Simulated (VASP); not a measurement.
# InGa26P27 (a cell with a defect) in VASP: single point with PBE

Aim: the single point of InGa26P27 (a cell with a defect) with PBE.

Everything below comes from runs of VASP 6.6.1. Logs are shortened: lines on timing, memory, paths and dates and some standing lists are left out, and cuts for length are marked.

## Step 1: The cell of the first run

The cell holds a defect, 54 atoms: a = 11.562 Å, b = 11.562 Å, c = 11.562 Å, α = 60.00°, β = 60.00°, γ = 60.00°.

## Step 2: Single point, PBE

The input, INCAR:

```
ALGO     = Normal         # electronic algorithm
EDIFF    = 1E-6           # SCF threshold, eV
ENCUT    = 400            # plane-wave cutoff, eV
GGA      = PE             # functional
GGA_COMPAT= False        
ISIF     = 2              # what is computed and relaxed
ISMEAR   = -1             # smearing method
KPAR     = 4            
LASPH    = True           # aspherical terms in the spheres
LCHARG   = True           # write CHGCAR
LREAL    = Auto         
LVHAR    = True         
LWAVE    = False          # write WAVECAR
NBANDS   = 276            # bands
NELM     = 120            # most SCF steps
PREC     = Accurate       # precision mode
SIGMA    = 0.01           # smearing width, eV
```

The input, KPOINTS:

```
k-points
0
Gamma
  3 3 3
```

The input, POSCAR:

```
InGa26P27
1.0
    0.0000000000      8.1757500000      8.1757500000
    8.1757500000      0.0000000000      8.1757500000
    8.1757500000      8.1757500000      0.0000000000
In Ga P
1 26 27
Direct
    0.0000000000      0.0000000000      0.0000000000
   -0.0000848042     -0.0000848042      0.3354793468
   -0.0000848042     -0.0000848042      0.6646902615
   -0.0000848042      0.3354793468     -0.0000848042
   -0.0002204980      0.3334068327      0.3334068327
   -0.0000848042      0.3354793468      0.6646902615
   -0.0000848042      0.6646902615     -0.0000848042
   -0.0000848042      0.6646902615      0.3354793468
    0.0001009800      0.6666330067      0.6666330067
    0.3354793468     -0.0000848042     -0.0000848042
    0.3334068327     -0.0002204980      0.3334068327
    0.3354793468     -0.0000848042      0.6646902615
    0.3334068327      0.3334068327     -0.0002204980
    0.3334068327      0.3334068327      0.3334068327
    0.3333110543      0.3333110543      0.6666889457
    0.3354793468      0.6646902615     -0.0000848042
    0.3333110543      0.6666889457      0.3333110543
    0.3333110543      0.6666889457      0.6666889457
    0.6646902615     -0.0000848042     -0.0000848042
    0.6646902615     -0.0000848042      0.3354793468
    0.6666330067      0.0001009800      0.6666330067
    0.6646902615      0.3354793468     -0.0000848042
    0.6666889457      0.3333110543      0.3333110543
    0.6666889457      0.3333110543      0.6666889457
    0.6666330067      0.6666330067      0.0001009800
    0.6666889457      0.6666889457      0.3333110543
    0.6666330067      0.6666330067      0.6666330067
    0.0878511752      0.0878511752      0.0878511752
    0.0835020672      0.0835020672      0.4164979328
    0.0878511752      0.0878511752      0.7364464743
    0.0835020672      0.4164979328      0.0835020672
    0.0835020672      0.4164979328      0.4164979328
    0.0833130351      0.4166364030      0.7500252810
    0.0878511752      0.7364464743      0.0878511752
    0.0833130351      0.7500252810      0.4166364030
    0.0833130351      0.7500252810      0.7500252810
    0.4164979328      0.0835020672      0.0835020672
    0.4164979328      0.0835020672      0.4164979328
    0.4166364030      0.0833130351      0.7500252810
    0.4164979328      0.4164979328      0.0835020672
    0.4166949217      0.4166949217      0.4166949217
    0.4166949217      0.4166949217      0.7499152349
    0.4166364030      0.7500252810      0.0833130351
    0.4166949217      0.7499152349      0.4166949217
    0.4166364030      0.7500252810      0.7500252810
    0.7364464743      0.0878511752      0.0878511752
    0.7500252810      0.0833130351      0.4166364030
    0.7500252810      0.0833130351      0.7500252810
    0.7500252810      0.4166364030      0.0833130351
    0.7499152349      0.4166949217      0.4166949217
    0.7500252810      0.4166364030      0.7500252810
    0.7500252810      0.7500252810      0.0833130351
    0.7500252810      0.7500252810      0.4166364030
    0.7500000000      0.7500000000      0.7500000000
```

Potentials or basis: VASP PAW PBE potentials, release 64 (In_d, Ga_d, P).

The run is started by

```sh
cat potpaw_PBE.64/In_d/POTCAR potpaw_PBE.64/Ga_d/POTCAR potpaw_PBE.64/P/POTCAR > POTCAR
mpirun -np 4 vasp_std > vasp.out
```

OUTCAR:

```text
EDIFF = 1E-6
   ENCUT = 400
   GGA = PE
   ISIF = 2
   ISMEAR = -1
   LASPH = True
   LREAL = Auto
   NELM = 120
   PREC = Accurate

 ion  position               nearest neighbor table
   1  0.000  0.000  0.000-  28 2.49  30 2.49  34 2.49  46 2.49
   2  1.000  1.000  0.335-  28 2.34  29 2.34  35 2.36  47 2.36
   3  1.000  1.000  0.665-  30 2.34  29 2.34  36 2.36  48 2.36
   4  1.000  0.335  1.000-  28 2.34  31 2.34  33 2.36  49 2.36
   5  1.000  0.333  0.333-  50 2.36  32 2.36  29 2.36  31 2.36
   6  1.000  0.335  0.665-  30 2.34  32 2.34  51 2.36  33 2.36
[... 46 lines left out ...]
  53  0.750  0.750  0.417-   8 2.36  20 2.36  27 2.36  26 2.36
  54  0.750  0.750  0.750-  27 2.36  21 2.36  25 2.36   9 2.36

  LATTYP: Found a face centered cubic cell.
 ALAT       =    16.3515000000

  Lattice vectors:

 A1 = (   0.0000000000,   8.1757500000,   8.1757500000)
 A2 = (   8.1757500000,   0.0000000000,   8.1757500000)
 A3 = (   8.1757500000,   8.1757500000,   0.0000000000)

Analysis of symmetry for initial positions (statically):
=====================================================================
 Subroutine PRICEL returns:
 Original cell was already a primitive cell.

 Routine SETGRP: Setting up the symmetry group for a
 face centered cubic supercell.

 Subroutine GETGRP returns: Found 24 space group operations
 (whereof 24 operations were pure point group operations)
 out of a pool of 48 trial point group operations.

The static configuration has the point symmetry T_d .

Analysis of symmetry for dynamics (positions and initial velocities):
=====================================================================
 Subroutine PRICEL returns:
 Original cell was already a primitive cell.

 Routine SETGRP: Setting up the symmetry group for a
 face centered cubic supercell.

 Subroutine GETGRP returns: Found 24 space group operations
 (whereof 24 operations were pure point group operations)
 out of a pool of 48 trial point group operations.

The dynamic configuration has the point symmetry T_d .

 Subroutine INISYM returns: Found 24 space group operations
 (whereof 24 operations are pure point group operations),
 and found     1 'primitive' translations

----------------------------------------------------------------------------------------

                                     Primitive cell

  volume of cell :    1092.9815

  direct lattice vectors                    reciprocal lattice vectors
     0.000000000  8.175750000  8.175750000    -0.061156469  0.061156469  0.061156469
     8.175750000  0.000000000  8.175750000     0.061156469 -0.061156469  0.061156469
     8.175750000  8.175750000  0.000000000     0.061156469  0.061156469 -0.061156469

  length of vectors
    11.562256533 11.562256533 11.562256533     0.105926111  0.105926111  0.105926111

  position of ions in fractional coordinates (direct lattice)
     0.000000000  0.000000000  0.000000000
     0.999915196  0.999915196  0.335479347
     0.999915196  0.999915196  0.664690261
     0.999915196  0.335479347  0.999915196
     0.999779502  0.333406833  0.333406833
     0.999915196  0.335479347  0.664690261
[... 46 lines left out ...]
     0.750025281  0.750025281  0.416636403
     0.750000000  0.750000000  0.750000000

  ion indices of the primitive-cell ions
   primitive index   ion index
                 1           1
                 2           2
                 3           3
                 4           4
                 5           5
                 6           6
[... 46 lines left out ...]
                53          53
                54          54

----------------------------------------------------------------------------------------

 KPOINTS: k-points

Automatic generation of k-mesh.
 Grid dimensions read from file:
 generate k-points for:    3    3    3

 Generating k-lattice:

  Cartesian coordinates                     Fractional coordinates (reciprocal lattice)
    -0.020385490  0.020385490  0.020385490     0.333333333  0.000000000  0.000000000
     0.020385490 -0.020385490  0.020385490     0.000000000  0.333333333  0.000000000
     0.020385490  0.020385490 -0.020385490     0.000000000  0.000000000  0.333333333

  Length of vectors
     0.035308704  0.035308704  0.035308704

  Shift w.r.t. Gamma in fractional coordinates (k-lattice)
     0.000000000  0.000000000  0.000000000

 Subroutine IBZKPT returns following result:
 ===========================================

 Found      4 irreducible k-points:

 Following reciprocal coordinates:
            Coordinates               Weight
  0.000000  0.000000  0.000000      1.000000
  0.333333  0.000000  0.000000      8.000000
  0.333333  0.333333  0.000000      6.000000
 -0.333333  0.333333  0.000000     12.000000
   k-points           NKPTS =      4   k-points in BZ     NKDIM =      4   number of bands    NBANDS=    276
   number of dos      NEDOS =    301   number of ions     NIONS =     54
   total plane-waves  NPLWV = 512000
   dimension x,y,z NGX =    80 NGY =   80 NGZ =   80
   dimension x,y,z NGXF=   160 NGYF=  160 NGZF=  160
   ions per type =               1  26  27
   NGX,Y,Z   is equivalent  to a cutoff of  11.50, 11.50, 11.50 a.u.
   NGXF,Y,Z  is equivalent  to a cutoff of  23.01, 23.01, 23.01 a.u.
 SYSTEM =  unknown system
   PREC   = accura    normal or accurate (medium, high low for compatibility)
   ISTART =      0    job   : 0-new  1-cont  2-samecut
   ICHARG =      2    charge: 1-file 2-atom 10-const
   ISPIN  =      1    spin polarized calculation?
   LNONCOLLINEAR =      F non collinear calculations
   LSORBIT =      F    spin-orbit coupling
   LASPH  =      T    aspherical Exc in radial PAW
   ENCUT  =  400.0 eV  29.40 Ry    5.42 a.u.  18.86 18.86 18.86*2*pi/ulx,y,z
   NELM   =    120;   NELMIN=  2; NELMDL= -5     # of ELM steps
   EDIFF  = 0.1E-05   stopping-criterion for ELM
   LREAL  =      T    real-space projection
   EDIFFG = 0.1E-04   stopping-criterion for IOM
   NSW    =      0    number of steps for IOM
   IBRION =     -1    ionic relax: 0-MD 1-quasi-New 2-CG
   NFREE  =      0    steps in history (QN), initial steepest desc. (CG)
   ISIF   =      2    stress and relaxation
   ISYM   =      2    0-nonsym 1-usesym 2-fastsym
   POTIM  = 0.5000    time-step for ionic-motion
   TEBEG  =    0.0;   TEEND  =   0.0 temperature during run
   PSTRESS=    0.0 pullay stress
   NELECT =     486.0000    total number of electrons
   NUPDOWN=      -1.0000    fix difference up-down
   EMIN   =  10.00;   EMAX   =-10.00  energy-range for DOS
   EFERMI =   0.00;   METHOD = LEGACY
   ISMEAR =    -1;   SIGMA  =   0.01  broadening in eV -4-tet -1-fermi 0-gaus
   EFERMI_NEDOS =   21; number of points for ismear=-14 and -15
   IALGO  =     38    algorithm
   IMIX   =      4    mixing-type and parameters
     AMIX     =   0.40;   BMIX     =  1.00
     AMIX_MAG =   1.60;   BMIX_MAG =  1.00
  volume/ion in A,a.u.               =      20.24       136.59
  Fermi-wavevector in a.u.,A,eV,Ry     =   1.249538  2.361284 21.243377  1.561344
  Thomas-Fermi vector in A             =   2.383574
   LORBIT       =      0    0 simple, 1 ext, 2 COOP (PROOUT), +10 PAW based schemes
   GGA     = PE    functional components
   LHFCALC =     F    Hartree Fock is set to
   AEXX    =    0.0000 exact exchange contribution
   IVDW    =     0    specifies the selected vdW correction
   LEPSILON=     F    determine dielectric tensor
   LRPA    =     F    only Hartree local field effects (RPA)
 non-spin polarized calculation
  energy-cutoff  :      400.00
  volume of cell :     1092.98
 maximum number of plane-waves:     19877
 NGX is ok and might be reduce to    80
   NGX = 37   NGY = 37   NGZ = 37

 number of electron     486.0000018 magnetization

 Free energy of the ion-electron system (eV)
  ---------------------------------------------------
  ext. energy  EPLUGINS =         0.00000000
  ---------------------------------------------------
  free energy    TOTEN  =      -245.06379834 eV

  energy without entropy =     -245.06379834  energy(sigma->0) =     -245.06379834

 E-fermi :   5.0243     XC(G=0):  -9.8510

 val. band max:        4.7760963172   @ k =   0.0000   0.0000   0.0000
 cond. band min:       6.3547437485   @ k =   0.3333   0.3333   0.0000
 fundamental gap:      1.5786474313
 Fermi energy:         5.0242855081

 k-point     1 :       0.0000    0.0000    0.0000
  band No.  band energies     occupation
      1      -9.9027      2.00000
      2      -9.9027      2.00000
      3      -9.9027      2.00000
      4      -9.8999      2.00000
      5      -9.8966      2.00000
      6      -9.8960      2.00000
[... 247 lines left out ...]
    254       6.6346      0.00000
    255       6.7044      0.00000

 k-point     2 :       0.3333    0.0000    0.0000
  band No.  band energies     occupation
      1      -9.9085      2.00000
      2      -9.9070      2.00000
      3      -9.9070      2.00000
      4      -9.9043      2.00000
      5      -9.9007      2.00000
      6      -9.9007      2.00000
[... 247 lines left out ...]
    254       7.1822      0.00000
    255       7.2396      0.00000

 k-point     3 :       0.3333    0.3333    0.0000
  band No.  band energies     occupation
      1      -9.9157      2.00000
      2      -9.9059      2.00000
      3      -9.9053      2.00000
      4      -9.9053      2.00000
      5      -9.9018      2.00000
      6      -9.8943      2.00000
[... 247 lines left out ...]
    254       7.4781      0.00000
    255       7.4870      0.00000

 k-point     4 :      -0.3333    0.3333    0.0000
  band No.  band energies     occupation
      1      -9.9147      2.00000
      2      -9.9104      2.00000
      3      -9.9089      2.00000
      4      -9.9028      2.00000
      5      -9.9001      2.00000
      6      -9.8971      2.00000
[... 247 lines left out ...]
    254       7.6777      0.00000
    255       7.7078      0.00000
 [bands above 255 left out]

------------------------ aborting loop because EDIFF is reached ----------------------------------------

  FORCE on cell =-STRESS in cart. coord.  units (eV):
  Direction    XX          YY          ZZ          XY          YZ          ZX
  --------------------------------------------------------------------------------------
  -------------------------------------------------------------------------------------
  Total       20.8315467     20.8315467     20.8315467      0.0000000      0.0000000     -0.0000000
  in kB       30.5365026     30.5365026     30.5365026      0.0000000      0.0000000     -0.0000000
  external PRESSURE =      30.5365026 kB  Pullay stress =       0.0000000 kB

 VOLUME and BASIS-vectors are now :
 -----------------------------------------------------------------------------
  energy-cutoff  :      400.00
  volume of cell :     1092.98
      direct lattice vectors                 reciprocal lattice vectors
     0.000000000  8.175750000  8.175750000    -0.061156469  0.061156469  0.061156469
     8.175750000  0.000000000  8.175750000     0.061156469 -0.061156469  0.061156469
     8.175750000  8.175750000  0.000000000     0.061156469  0.061156469 -0.061156469

 POSITION                                       TOTAL-FORCE (eV/Angst)
 -----------------------------------------------------------------------------------
      0.00000      0.00000      0.00000         0.000000      0.000000      0.000000
     10.91785     10.91785     16.35011         0.000980      0.000980      0.003821
     13.60940     13.60940     16.35011        -0.000980     -0.000980      0.003821
     10.91785     16.35011     10.91785         0.000980      0.003821      0.000980
      5.45170     10.89980     10.89980         0.000044     -0.000044     -0.000044
      8.17714     13.60940     10.91785        -0.003821     -0.000980      0.000980
[... 46 lines left out ...]
      9.53833      9.53833     12.26404        -0.000157     -0.000157      0.000350
     12.26363     12.26363     12.26363         0.000000      0.000000      0.000000
 -----------------------------------------------------------------------------------
    total drift:                                0.000006      0.000006      0.000005

  FREE ENERGIE OF THE ION-ELECTRON SYSTEM (eV)
  ---------------------------------------------------
  free  energy   TOTEN  =      -245.0637983390 eV

  energy  without entropy=     -245.0637983390  energy(sigma->0) =     -245.06379834
```

Wall time 18 min (4 MPI ranks of AMD EPYC 7R43 (Zen 3), shared host); peak memory 1.3 GiB.

What came out:

| Quantity | Value |
| --- | --- |
| Free energy | -245.0638 eV |
| Pressure | 3.1 GPa |
| Largest force | 0.004 eV/Å |
| Band gap on the k mesh | 1.58 eV |

Forces on the atoms (eV/Å):
```
In   0.000  0.000  0.000
Ga   0.001  0.001  0.004
Ga  -0.001 -0.001  0.004
Ga   0.001  0.004  0.001
Ga   0.000  0.000  0.000
Ga  -0.004 -0.001  0.001
Ga  -0.001  0.004 -0.001
Ga  -0.004  0.001 -0.001
Ga   0.002 -0.002 -0.002
Ga   0.004  0.001  0.001
Ga   0.000  0.000  0.000
Ga  -0.001 -0.004  0.001
Ga   0.000  0.000  0.000
Ga   0.000  0.000  0.000
Ga   0.000  0.000  0.001
Ga  -0.001  0.001 -0.004
Ga   0.000  0.001  0.000
Ga  -0.001  0.000  0.000
Ga   0.004 -0.001 -0.001
Ga   0.001 -0.004 -0.001
Ga  -0.002  0.002 -0.002
Ga   0.001 -0.001 -0.004
Ga   0.001  0.000  0.000
Ga   0.000 -0.001  0.000
Ga  -0.002 -0.002  0.002
Ga   0.000  0.000 -0.001
Ga   0.002  0.002  0.002
P    0.001  0.001  0.001
P    0.000  0.000 -0.003
P   -0.001 -0.001  0.001
P    0.000 -0.003  0.000
P    0.003  0.000  0.000
P    0.000  0.000  0.000
P   -0.001  0.001 -0.001
P    0.000  0.000  0.000
P    0.000  0.000  0.000
P   -0.003  0.000  0.000
P    0.000  0.003  0.000
P    0.000  0.000  0.000
P    0.000  0.000  0.003
P    0.000  0.000  0.000
P    0.000  0.000  0.000
P    0.000  0.000  0.000
P    0.000  0.000  0.000
P    0.000  0.000  0.000
P    0.001 -0.001 -0.001
P    0.000  0.000  0.000
P    0.000  0.000  0.000
P    0.000  0.000  0.000
P    0.000  0.000  0.000
P    0.000  0.000  0.000
P    0.000  0.000  0.000
P    0.000  0.000  0.000
P    0.000  0.000  0.000
```

Caveat: spin-orbit coupling is left out, which moves the levels of the heavy elements.
